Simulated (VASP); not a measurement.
# Mo: single point with PBE

Mo:

```xyz
1
Lattice="-1.5808 1.5808 1.5808 1.5808 -1.5808 1.5808 1.5808 1.5808 -1.5808" Properties=species:S:1:pos:R:3 pbc="T T T"
Mo    0.0000    0.0000    0.0000
```

| Property | Result |
| --- | --- |
| Program | VASP 6.6.1 |
| Task | single point |
| Functional | PBE |
| Potentials or basis | VASP PAW PBE potentials, release 64 (Mo_sv) |
| Cutoff | 500 eV |
| k mesh | 8 × 8 × 8, shifted |
| Occupations | fermi-dirac, width 0.1 eV |
| Spin | no spin polarisation |
| Dipole correction | no |
| Further INCAR settings | ALGO = Normal; EDIFF = 1e-06; NBANDS = 13 |

```json
{
 "Pressure": "0.5 GPa",
 "Band gap on the k mesh": "zero (band 7 reaches 15.49 eV, above the bottom of band 8 at 11.23 eV)"
}
```

Levels at points of the mesh, in eV from the Fermi level:
```tsv
k point	band 3	band 4	band 5	band 6	band 7	band 8	band 9	band 10	band 11	band 12
(0.06, 0.06, 0.06)	-34.67	-34.67	-6.32	-1.85	-1.85	-0.26	1.36	1.36	15.43	16.09
```

It took 3.7 s on 1 thread of Intel(R) Xeon(R) Platinum 8488C (Sapphire Rapids) (shared host), peak memory 0.12 GiB.
